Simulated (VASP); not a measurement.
# HfO2 (Fm-3m) in VASP: a series of runs

HfO2 is run at these levels: PBE; tasks: single point, relaxation of cell and atoms.

Everything below comes from runs of VASP 6.6.1. Logs are shortened: lines on timing, memory, paths and dates and some standing lists are left out, and cuts for length are marked.

## 1. The cell of the first run

The structure is cubic, space group Fm-3m (No. 225). Conventional cell: a = 5.098 Å, b = 5.098 Å, c = 5.098 Å, α = 90.00°, β = 90.00°, γ = 90.00°. Hf (site symmetry m-3m) has 8 O at 2.21 Å within 2.9 Å. O (site symmetry -43m) has 4 Hf at 2.21 Å and 6 O at 2.55 Å within 2.9 Å.

## 2. Single point, PBE

Input file INCAR:

```
PREC = Accurate ; ENCUT = 520
EDIFF = 1E-6 ; ISMEAR = -1
SIGMA = 0.02 ; LREAL = False
LASPH = True ; NELM = 100
ALGO = Normal ; ISIF = 2
LWAVE = False ; LCHARG = False
GGA = PE ; NBANDS = 18
```

Input file KPOINTS:

```
Automatic mesh
0
Gamma
  9 9 9
```

Input file POSCAR:

```
HfO2
1.0
    0.0000000000      2.5488082158      2.5488082158
    2.5488082158      0.0000000000      2.5488082158
    2.5488082158      2.5488082158      0.0000000000
Hf O
1 2
Direct
    0.0000000000      0.0000000000      0.0000000000
    0.2500000000      0.2500000000      0.2500000000
    0.7500000000      0.7500000000      0.7500000000
```

Potentials or basis: VASP PAW PBE potentials, release 64 (Hf_pv, O).

The run is started by

```bash
$ cat potpaw_PBE.64/Hf_pv/POTCAR potpaw_PBE.64/O/POTCAR > POTCAR
$ mpirun -np 1 vasp_std > vasp.out
```

OUTCAR:

```text
PREC = Accurate
   ENCUT = 520
   EDIFF = 1E-6
   ISMEAR = -1
   LREAL = False
   LASPH = True
   NELM = 100
   ISIF = 2
   GGA = PE

 ion  position               nearest neighbor table
   1  0.000  0.000  0.000-   2 2.21   3 2.21   3 2.21   3 2.21   3 2.21   2 2.21   2 2.21   2 2.21

   2  0.250  0.250  0.250-   1 2.21   1 2.21   1 2.21   1 2.21
   3  0.750  0.750  0.750-   1 2.21   1 2.21   1 2.21   1 2.21

  LATTYP: Found a face centered cubic cell.
 ALAT       =     5.0976164316

  Lattice vectors:

 A1 = (   0.0000000000,   2.5488082158,   2.5488082158)
 A2 = (   2.5488082158,   0.0000000000,   2.5488082158)
 A3 = (   2.5488082158,   2.5488082158,   0.0000000000)

Analysis of symmetry for initial positions (statically):
=====================================================================
 Subroutine PRICEL returns:
 Original cell was already a primitive cell.

 Routine SETGRP: Setting up the symmetry group for a
 face centered cubic supercell.

 Subroutine GETGRP returns: Found 48 space group operations
 (whereof 48 operations were pure point group operations)
 out of a pool of 48 trial point group operations.

The static configuration has the point symmetry O_h .

Analysis of symmetry for dynamics (positions and initial velocities):
=====================================================================
 Subroutine PRICEL returns:
 Original cell was already a primitive cell.

 Routine SETGRP: Setting up the symmetry group for a
 face centered cubic supercell.

 Subroutine GETGRP returns: Found 48 space group operations
 (whereof 48 operations were pure point group operations)
 out of a pool of 48 trial point group operations.

The dynamic configuration has the point symmetry O_h .

 Subroutine INISYM returns: Found 48 space group operations
 (whereof 48 operations are pure point group operations),
 and found     1 'primitive' translations

----------------------------------------------------------------------------------------

                                     Primitive cell

  volume of cell :      33.1163

  direct lattice vectors                    reciprocal lattice vectors
     0.000000000  2.548808216  2.548808216    -0.196170115  0.196170115  0.196170115
     2.548808216  0.000000000  2.548808216     0.196170115 -0.196170115  0.196170115
     2.548808216  2.548808216  0.000000000     0.196170115  0.196170115 -0.196170115

[... 77 lines left out ...]
   ISTART =      0    job   : 0-new  1-cont  2-samecut
   ICHARG =      2    charge: 1-file 2-atom 10-const
   ISPIN  =      1    spin polarized calculation?
   LNONCOLLINEAR =      F non collinear calculations
   LSORBIT =      F    spin-orbit coupling
   LASPH  =      T    aspherical Exc in radial PAW
   ENCUT  =  520.0 eV  38.22 Ry    6.18 a.u.   6.70  6.70  6.70*2*pi/ulx,y,z
   NELM   =    100;   NELMIN=  2; NELMDL= -5     # of ELM steps
   EDIFF  = 0.1E-05   stopping-criterion for ELM
   LREAL  =      F    real-space projection
   EDIFFG = 0.1E-04   stopping-criterion for IOM
   NSW    =      0    number of steps for IOM
   IBRION =     -1    ionic relax: 0-MD 1-quasi-New 2-CG
   NFREE  =      0    steps in history (QN), initial steepest desc. (CG)
   ISIF   =      2    stress and relaxation
   ISYM   =      2    0-nonsym 1-usesym 2-fastsym
   POTIM  = 0.5000    time-step for ionic-motion
   TEBEG  =    0.0;   TEEND  =   0.0 temperature during run
   PSTRESS=    0.0 pullay stress
   NELECT =      22.0000    total number of electrons
   NUPDOWN=      -1.0000    fix difference up-down
   EMIN   =  10.00;   EMAX   =-10.00  energy-range for DOS
   EFERMI =   0.00;   METHOD = LEGACY
   ISMEAR =    -1;   SIGMA  =   0.02  broadening in eV -4-tet -1-fermi 0-gaus
   EFERMI_NEDOS =   21; number of points for ismear=-14 and -15
   IALGO  =     38    algorithm
   IMIX   =      4    mixing-type and parameters
     AMIX     =   0.40;   BMIX     =  1.00
     AMIX_MAG =   1.60;   BMIX_MAG =  1.00
  volume/ion in A,a.u.               =      11.04        74.49
  Fermi-wavevector in a.u.,A,eV,Ry     =   1.428462  2.699401 27.762722  2.040503
  Thomas-Fermi vector in A             =   2.548521
   LORBIT       =      0    0 simple, 1 ext, 2 COOP (PROOUT), +10 PAW based schemes
   GGA     = PE    functional components
   LHFCALC =     F    Hartree Fock is set to
   AEXX    =    0.0000 exact exchange contribution
   IVDW    =     0    specifies the selected vdW correction
   LEPSILON=     F    determine dielectric tensor
   LRPA    =     F    only Hartree local field effects (RPA)
 non-spin polarized calculation
  energy-cutoff  :      520.00
  volume of cell :       33.12
 maximum number of plane-waves:       908
   NGX = 13   NGY = 13   NGZ = 13

 number of electron      21.9999992 magnetization

 Free energy of the ion-electron system (eV)
  ---------------------------------------------------
  ext. energy  EPLUGINS =         0.00000000
  ---------------------------------------------------
  free energy    TOTEN  =       -30.24337411 eV

  energy without entropy =      -30.24337411  energy(sigma->0) =      -30.24337411

 E-fermi :   4.5723     XC(G=0): -11.7517

 val. band max:        4.0900060494   @ k =  -0.4444   0.4444   0.0000
 cond. band min:       7.9550893469   @ k =   0.4444   0.4444   0.0000
 fundamental gap:      3.8650832975
 Fermi energy:         4.5723278912

 k-point     1 :       0.0000    0.0000    0.0000
  band No.  band energies     occupation
      1     -25.6225      2.00000
      2     -25.6225      2.00000
      3     -25.6225      2.00000
      4     -14.4908      2.00000
      5     -11.5386      2.00000
      6      -1.1027      2.00000
[... 481 lines left out ...]
      5     -12.4914      2.00000
      6      -2.0879      2.00000
[... 10 lines left out ...]
     17      16.0209      0.00000
     18      17.5100      0.00000

 [... further k-points ...]
[... 5 lines left out ...]
  --------------------------------------------------------------------------------------
  -------------------------------------------------------------------------------------
  Total       -0.7494661     -0.7494661     -0.7494661     -0.0000000      0.0000000      0.0000000
  in kB      -36.2594416    -36.2594416    -36.2594416     -0.0000000      0.0000000      0.0000000
  external PRESSURE =     -36.2594416 kB  Pullay stress =       0.0000000 kB

 VOLUME and BASIS-vectors are now :
 -----------------------------------------------------------------------------
  energy-cutoff  :      520.00
  volume of cell :       33.12
      direct lattice vectors                 reciprocal lattice vectors
     0.000000000  2.548808216  2.548808216    -0.196170115  0.196170115  0.196170115
     2.548808216  0.000000000  2.548808216     0.196170115 -0.196170115  0.196170115
     2.548808216  2.548808216  0.000000000     0.196170115  0.196170115 -0.196170115

 POSITION                                       TOTAL-FORCE (eV/Angst)
 -----------------------------------------------------------------------------------
      0.00000      0.00000      0.00000        -0.000000      0.000000     -0.000000
      1.27440      1.27440      1.27440         0.000000     -0.000000     -0.000000
      3.82321      3.82321      3.82321        -0.000000      0.000000      0.000000
 -----------------------------------------------------------------------------------
    total drift:                                0.000000      0.000000      0.000000

  FREE ENERGIE OF THE ION-ELECTRON SYSTEM (eV)
  ---------------------------------------------------
  free  energy   TOTEN  =       -30.2433741067 eV

  energy  without entropy=      -30.2433741067  energy(sigma->0) =      -30.24337411
```

OSZICAR:

```text
N       E                     dE             d eps       ncg     rms          rms(c)
DAV:   1     0.915504658999E+02    0.91550E+02   -0.12651E+04  1260   0.121E+03
DAV:   2    -0.320704858423E+02   -0.12362E+03   -0.12054E+03  1652   0.285E+02
DAV:   3    -0.360295006495E+02   -0.39590E+01   -0.39408E+01  1430   0.456E+01
DAV:   4    -0.360520357786E+02   -0.22535E-01   -0.22530E-01  1534   0.386E+00
DAV:   5    -0.360521898496E+02   -0.15407E-03   -0.15407E-03  1422   0.292E-01    0.463E+01
DAV:   6    -0.303853744719E+02    0.56668E+01   -0.20520E+01  1290   0.322E+01    0.406E+01
DAV:   7    -0.302838157418E+02    0.10156E+00   -0.67125E-01  1424   0.676E+00    0.287E+01
DAV:   8    -0.302678129630E+02    0.16003E-01   -0.32231E-01  1368   0.515E+00    0.994E+00
DAV:   9    -0.302430386377E+02    0.24774E-01   -0.71833E-02  1336   0.229E+00    0.269E+00
DAV:  10    -0.302433224815E+02   -0.28384E-03   -0.33838E-03  1368   0.443E-01    0.157E-01
DAV:  11    -0.302433592145E+02   -0.36733E-04   -0.18214E-04  1464   0.114E-01    0.220E-01
DAV:  12    -0.302433731695E+02   -0.13955E-04   -0.39421E-05  1386   0.419E-02    0.113E-02
DAV:  13    -0.302433741067E+02   -0.93728E-06   -0.14070E-06  1340   0.888E-03
   1 F= -.30243374E+02 E0= -.30243374E+02  d E =-.556184E-12
```

It took 17 s on 1 thread of Intel Xeon Platinum 8488C (Sapphire Rapids), shared host; peak memory 0.17 GiB.

Results:

| Property | Result |
| --- | --- |
| Free energy | -30.2434 eV |
| Pressure | -3.6 GPa |
| Band gap on the k mesh | 3.87 eV, indirect (least direct gap 3.98 eV) |

Levels at points of the mesh, in eV from the valence-band top:
| k point | band 9 | band 10 | band 11 | band 12 | band 13 | band 14 |
| --- | --- | --- | --- | --- | --- | --- |
| (0.00, 0.00, 0.00) | -0.55 | -0.55 | -0.55 | 3.89 | 3.89 | 5.76 |

Caveat: spin-orbit coupling is left out, which moves the levels of the heavy elements. A k mesh can miss the band edges.

## 3. Single point, PBE

Input file INCAR:

```
SYSTEM = HfO2
  PREC = Accurate
  ENCUT = 520
  EDIFF = 1E-6
  ISMEAR = -1
  SIGMA = 0.02
  LREAL = .False.
  LASPH = .True.
  NELM = 80
  ALGO = Normal
  ISIF = 2
  LWAVE = .False.
  LCHARG = .False.
  GGA = PE
  NBANDS = 18
```

Input file KPOINTS:

```
regular mesh
0
Gamma
  9 9 9
  0 0 0
```

POSCAR is that of step 2.

Potentials or basis: VASP PAW PBE potentials, release 64 (Hf_pv, O).

The run is started by

```bash
$ cat potpaw_PBE.64/Hf_pv/POTCAR potpaw_PBE.64/O/POTCAR > POTCAR
$ mpirun -np 1 vasp_std > vasp.out
```

Wall time 16 s (1 thread of Intel Xeon Platinum 8488C (Sapphire Rapids), shared host); peak memory 0.16 GiB.

It converged, with:

- Free energy: -30.2434 eV
- Pressure: -3.6 GPa
- Band gap on the k mesh: 3.87 eV, indirect (least direct gap 3.98 eV)

Levels at points of the mesh, in eV from the valence-band top:
| k point | band 7 | band 8 | band 9 | band 10 | band 11 | band 12 | band 13 | band 14 | band 15 | band 16 |
| --- | --- | --- | --- | --- | --- | --- | --- | --- | --- | --- |
| (0.00, 0.00, 0.00) | -5.19 | -5.19 | -0.55 | -0.55 | -0.55 | 3.89 | 3.89 | 5.76 | 10.27 | 10.27 |

Caveat: spin-orbit coupling is left out, which moves the levels of the heavy elements.

[end of part 1 of 2]
